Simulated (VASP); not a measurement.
Pb:

```
Pb
1.0
     0.00000    2.47502    2.47502
     2.47502    0.00000    2.47502
     2.47502    2.47502    0.00000
Pb
1
Cartesian
  0.0000 0.0000 0.0000
```

```yaml
Program: VASP 6.6.1
Task: relaxation of cell and atoms
Functional: r2SCAN
Potentials_or_basis: VASP PAW PBE potentials, release 64 (Pb_d)
Cutoff: 550 eV
k_mesh: 7 × 7 × 7
Occupations: methfessel-paxton, width 0.05 eV
Spin: no spin polarisation
```

At the start: pressure 1.7 GPa; volume 30.32 Å³/atom.

Task: How do energy, volume and symmetry change on relaxing?

Result: Over 3 steps the energy falls by 5.7 meV/atom and the volume is 31.46 Å³/atom (+3.8 %); space group Fm-3m (No. 225, to 0.1 Å) before and after.

Step by step:
```csv
step,energy change (eV),largest force (eV/Å),pressure (GPa),volume (Å³)
1,0.0000,0.0000,1.73,30.32
2,-0.0054,0.0000,-0.35,31.78
3,-0.0057,0.0000,0.03,31.46
```

Final structure:
```xyz
1
Lattice="0.0000 2.5057 2.5057 2.5057 0.0000 2.5057 2.5057 2.5057 0.0000" Properties=species:S:1:pos:R:3 pbc="T T T"
Pb    0.0000    0.0000    0.0000
```

Caveat: the PAW data sets were made with another functional, which shifts forces and pressure a little.
